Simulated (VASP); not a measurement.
# TiNiO4 (Cmcm) in VASP: single point with PBE+U

Aim: the single point of TiNiO4 with PBE+U.

Program: VASP 6.6.1. These are calculated values, not measurements. Logs are shortened: lines on timing, memory, paths and dates and some standing lists are left out, and cuts for length are marked.

### Step 1. The cell of the first run

Symmetry: Cmcm, No. 63, orthorhombic system. Conventional cell: a = 5.281 Å, b = 8.112 Å, c = 6.441 Å, α = 90.00°, β = 90.00°, γ = 90.00°. Ti (site symmetry 2/m) has 6 O at 1.96 to 2.12 Å within 2.6 Å. Within 2.2 Å of Ni (site symmetry m2m) lie 4 O at 1.62 to 1.70 Å. Within 2.3 Å of O (site symmetry m) lie 1 Ni at 1.70 Å and 1 Ti at 1.96 Å. Within 2.2 Å of O (site symmetry m) lie 1 Ni at 1.62 Å and 2 Ti at 2.12 Å.

### Step 2. Single point, PBE+U, collinear spin, ferromagnetic start

File INCAR:

```
SYSTEM = TiNiO4
PREC = Accurate
ENCUT = 520
EDIFF = 1E-7
ISMEAR = -1
SIGMA = 0.1
LREAL = .FALSE.
LASPH = .TRUE.
NELM = 150
ALGO = Normal
ISIF = 2
LWAVE = .FALSE.
LCHARG = .TRUE.
ISPIN = 2
MAGMOM = 1 1 2 2 0 0 0 0 0 0 0 0
LORBIT = 11
LMAXMIX = 4
LDAU = .TRUE.
LDAUTYPE = 2
LDAUL = 2 2 -1
LDAUU = 3.96 2.97 0
LDAUJ = 0 0 0
LDAUPRINT = 1
GGA = PE
LELF = .TRUE.
LVHAR = .TRUE.
NBANDS = 62
LUSENCCL = .FALSE.
```

File KPOINTS:

```
regular mesh
0
G
  4 4 3
  0 0 0
```

File POSCAR:

```
TiNiO4
1.0
    2.6402988700      4.0562395200      0.0000000000
    2.6402988700     -4.0562395200      0.0000000000
    0.0000000000      0.0000000000     -6.4412501400
Ti Ni O
2 2 8
Direct
    0.0000000000      0.0000000000      0.0000000000
    0.0000000000      0.0000000000      0.5000000000
    0.3550000000      0.6450000000      0.7500000000
    0.6450000000      0.3550000000      0.2500000000
    0.2400000000      0.7600000000      0.9700000000
    0.7600000000      0.2400000000      0.4700000000
    0.7600000000      0.2400000000      0.0300000000
    0.2400000000      0.7600000000      0.5300000000
    0.2400000000      0.2800000000      0.7500000000
    0.7600000000      0.7200000000      0.2500000000
    0.2800000000      0.2400000000      0.2500000000
    0.7200000000      0.7600000000      0.7500000000
```

Potentials or basis: VASP PAW PBE potentials, release 64 (Ti_sv, Ni, O).

Command:

```
$ cat potpaw_PBE.64/Ti_sv/POTCAR potpaw_PBE.64/Ni/POTCAR potpaw_PBE.64/O/POTCAR > POTCAR
$ mpirun -np 1 vasp_std > vasp.out
```

OUTCAR:

```text
SYSTEM = TiNiO4
   PREC = Accurate
   ENCUT = 520
   EDIFF = 1E-7
   ISMEAR = -1
   LREAL = .FALSE.
   LASPH = .TRUE.
   NELM = 150
   ISIF = 2
   ISPIN = 2
   LORBIT = 11
   GGA = PE

 ion  position               nearest neighbor table
   1  0.000  0.000  0.000-   5 1.96   7 1.96   9 2.12  10 2.12  11 2.12  12 2.12
   2  0.000  0.000  0.500-   6 1.96   8 1.96   9 2.12  10 2.12  11 2.12  12 2.12
   3  0.355  0.645  0.750-   9 1.62  12 1.62   5 1.70   8 1.70
   4  0.645  0.355  0.250-  10 1.62  11 1.62   6 1.70   7 1.70
   5  0.240  0.760  0.970-   3 1.70   1 1.96
   6  0.760  0.240  0.470-   4 1.70   2 1.96
   7  0.760  0.240  0.030-   4 1.70   1 1.96
   8  0.240  0.760  0.530-   3 1.70   2 1.96
   9  0.240  0.280  0.750-   3 1.62   2 2.12   1 2.12
  10  0.760  0.720  0.250-   4 1.62   2 2.12   1 2.12
  11  0.280  0.240  0.250-   4 1.62   2 2.12   1 2.12
  12  0.720  0.760  0.750-   3 1.62   2 2.12   1 2.12

  LATTYP: Found a base centered orthorhombic cell.
 ALAT       =     5.2805977400
 B/A-ratio  =     1.5362804439
 C/A-ratio  =     1.2197956476

  Lattice vectors:

 A1 = (   2.6402988700,   4.0562395200,   0.0000000000)
 A2 = (   2.6402988700,  -4.0562395200,   0.0000000000)
 A3 = (   0.0000000000,   0.0000000000,  -6.4412501400)

Analysis of symmetry for initial positions (statically):
=====================================================================
 Subroutine PRICEL returns:
 Original cell was already a primitive cell.

 Routine SETGRP: Setting up the symmetry group for a
 base centered orthorhombic supercell.

 Subroutine GETGRP returns: Found  8 space group operations
 (whereof  4 operations were pure point group operations)
 out of a pool of  8 trial point group operations.

The static configuration has the point symmetry C_2h.
 The point group associated with its full space group is D_2h.

Analysis of symmetry for dynamics (positions and initial velocities):
=====================================================================
 Subroutine PRICEL returns:
 Original cell was already a primitive cell.

 Routine SETGRP: Setting up the symmetry group for a
 base centered orthorhombic supercell.

 Subroutine GETGRP returns: Found  8 space group operations
 (whereof  4 operations were pure point group operations)
 out of a pool of  8 trial point group operations.

The dynamic configuration has the point symmetry C_2h.
 The point group associated with its full space group is D_2h.
[... 310 lines left out ...]
 fundamental gap:      0.0068370321
 Fermi energy:         3.4674788062

 spin component 1

 k-point     1 :       0.0000    0.0000    0.0000
  band No.  band energies     occupation
      1     -55.2656      1.00000
      2     -55.2535      1.00000
      3     -31.5737      1.00000
      4     -31.4536      1.00000
      5     -31.4202      1.00000
      6     -31.4136      1.00000
[... 843 lines left out ...]
     57       7.3816      0.00000
     58       7.4689      0.00000
 Fermi energy:         3.4674788062

 spin component 2

 k-point     1 :       0.0000    0.0000    0.0000
  band No.  band energies     occupation
      1     -55.0903      1.00000
      2     -55.0783      1.00000
      3     -31.3640      1.00000
      4     -31.3221      1.00000
      5     -31.2890      1.00000
      6     -31.2047      1.00000
[... 843 lines left out ...]
     57       7.8104      0.00000
     58       7.8143      0.00000
 [bands above 58 left out]

------------------------ aborting loop because EDIFF is reached ----------------------------------------

  FORCE on cell =-STRESS in cart. coord.  units (eV):
  Direction    XX          YY          ZZ          XY          YZ          ZX
  --------------------------------------------------------------------------------------
  -------------------------------------------------------------------------------------
  Total       19.3664662     10.7861693      1.4369943      0.0000000      0.0000000      0.0000000
  in kB      224.8972385    125.2567015     16.6874046      0.0000000      0.0000000      0.0000000
  external PRESSURE =     122.2804482 kB  Pullay stress =       0.0000000 kB

 VOLUME and BASIS-vectors are now :
 -----------------------------------------------------------------------------
  energy-cutoff  :      520.00
  volume of cell :      137.97
      direct lattice vectors                 reciprocal lattice vectors
     2.640298870  4.056239520  0.000000000     0.189372501  0.123266882  0.000000000
     2.640298870 -4.056239520  0.000000000     0.189372501 -0.123266882  0.000000000
     0.000000000  0.000000000 -6.441250140     0.000000000  0.000000000 -0.155249366

 POSITION                                       TOTAL-FORCE (eV/Angst)
 -----------------------------------------------------------------------------------
      0.00000      0.00000      0.00000         0.000000     -0.000000      0.000000
      0.00000      0.00000     -3.22063        -0.000000     -0.000000      0.000000
      2.64030     -1.17631     -4.83094         0.000000     -3.354631     -0.000000
      2.64030      1.17631     -1.61031         0.000000      3.354631      0.000000
      2.64030     -2.10924     -6.24801         0.000000     -2.024163     -1.203137
      2.64030      2.10924     -3.02739         0.000000      2.024163     -1.203137
      2.64030      2.10924     -0.19324         0.000000      2.024163      1.203137
      2.64030     -2.10924     -3.41386         0.000000     -2.024163      1.203137
      1.37296     -0.16225     -4.83094        -5.366256      2.880616      0.000000
      3.90764      0.16225     -1.61031         5.366256     -2.880616      0.000000
      1.37296      0.16225     -1.61031        -5.366256     -2.880616      0.000000
      3.90764     -0.16225     -4.83094         5.366256      2.880616      0.000000
 -----------------------------------------------------------------------------------
    total drift:                                0.000000      0.000000     -0.000000

  FREE ENERGIE OF THE ION-ELECTRON SYSTEM (eV)
  ---------------------------------------------------
  free  energy   TOTEN  =       -73.2831987072 eV

  energy  without entropy=      -73.0492710619  energy(sigma->0) =      -73.16623488

 total charge

# of ion       s       p       d       tot
------------------------------------------
    1        2.192   6.222   1.504   9.917
    2        2.192   6.222   1.504   9.917
    3        0.655   1.067   8.517  10.238
    4        0.655   1.067   8.517  10.238
    5        1.588   3.382   0.000   4.970
    6        1.588   3.382   0.000   4.970
    7        1.588   3.382   0.000   4.970
    8        1.588   3.382   0.000   4.970
    9        1.575   3.470   0.000   5.046
   10        1.575   3.470   0.000   5.046
   11        1.575   3.470   0.000   5.046
   12        1.575   3.470   0.000   5.046
--------------------------------------------------
tot         18.347  41.986  20.040  80.374

 magnetization (x)

# of ion       s       p       d       tot
------------------------------------------
    1        0.007   0.012   0.167   0.186
    2        0.007   0.012   0.167   0.186
    3       -0.001   0.092   1.412   1.503
    4       -0.001   0.092   1.412   1.503
    5        0.006   0.158   0.000   0.164
    6        0.006   0.158   0.000   0.164
    7        0.006   0.158   0.000   0.164
    8        0.006   0.158   0.000   0.164
    9        0.007   0.096   0.000   0.103
   10        0.007   0.096   0.000   0.103
   11        0.007   0.096   0.000   0.103
   12        0.007   0.096   0.000   0.103
--------------------------------------------------
tot          0.065   1.224   3.159   4.447
```

OSZICAR:

```text
N       E                     dE             d eps       ncg     rms          rms(c)
DAV:   1     0.129162020950E+04    0.12916E+04   -0.43725E+04  3472   0.175E+03
DAV:   2     0.135480751567E+03   -0.11561E+04   -0.10625E+04  3606   0.512E+02
[... 14 lines left out ...]
DAV:  17    -0.732831985335E+02   -0.10077E-04   -0.20709E-04  4308   0.143E-01    0.451E-02
DAV:  18    -0.732831977593E+02    0.77424E-06   -0.21765E-05  4694   0.342E-02    0.190E-02
DAV:  19    -0.732831984809E+02   -0.72167E-06   -0.44477E-06  4732   0.132E-02    0.599E-03
DAV:  20    -0.732831988598E+02   -0.37890E-06   -0.82727E-07  4316   0.124E-02    0.412E-03
DAV:  21    -0.732831987178E+02    0.14208E-06   -0.27126E-07  2902   0.452E-03    0.197E-03
DAV:  22    -0.732831987072E+02    0.10580E-07   -0.61654E-08  2036   0.194E-03
   1 F= -.73283199E+02 E0= -.73166235E+02  d E =-.233928E+00  mag=     4.7455
```

stdout:

```text
Offloading initialized ...    1 GPUs detected
 POSCAR found type information on POSCAR TiNiO
 POSCAR found :  3 types and      12 ions
 scaLAPACK will be used selectively (only on CPU)
 LDA part: xc-table for (Slater+PW92), standard interpolation
 POSCAR, INCAR and KPOINTS ok, starting setup
 FFT: planning ... GRIDC
 FFT: planning ... GRID_SOFT
 FFT: planning ... GRID
 WAVECAR not read
 entering main loop
```

Wall time 4.9 min (1 × NVIDIA H100 80GB with 1 thread of AMD EPYC 7R13 (Zen 3), shared host); peak memory 1.4 GiB.

Results:

```yaml
Free_energy: -73.2832 eV
Pressure: 12.2 GPa
Largest_force: 6.091 eV/Å
Net_moment: 4.75 μB per cell
Site_moments: Ti +0.19; Ni +1.50; O +0.16, +0.10 (each value once) μB
Valence_electrons_inside_the_program's_atomic_spheres: Ti 9.92; Ni 10.24; O 4.97, 5.05 (each value once)
```

Forces in eV/Å, atoms in the order of the input:
```
Ti   0.000  0.000  0.000
Ti   0.000  0.000  0.000
Ni   0.000 -3.355  0.000
Ni   0.000  3.355  0.000
O    0.000 -2.024 -1.203
O    0.000  2.024 -1.203
O    0.000  2.024  1.203
O    0.000 -2.024  1.203
O   -5.366  2.881  0.000
O    5.366 -2.881  0.000
O   -5.366 -2.881  0.000
O    5.366  2.881  0.000
```

Eigenvalues of the final occupation matrices:
```
    site  spin  trace               eigenvalues
site 1 d     1   0.85  0.07 0.13 0.14 0.22 0.28
site 1 d     2   0.68  0.05 0.08 0.11 0.18 0.25
site 2 d     1   0.85  0.07 0.13 0.14 0.22 0.28
site 2 d     2   0.68  0.05 0.08 0.11 0.18 0.25
site 3 d     1   4.99  0.98 0.99 0.99 1.01 1.02
site 3 d     2   3.58  0.53 0.54 0.56 0.97 0.99
site 4 d     1   4.99  0.98 0.99 0.99 1.01 1.02
site 4 d     2   3.58  0.53 0.54 0.56 0.97 0.99
```

Caveat: the cell stands under pressure; forces of over 1 eV/Å act on the atoms, so gaps and moduli don't describe the material at rest. The state reached can hang on the start; a lower one may exist.
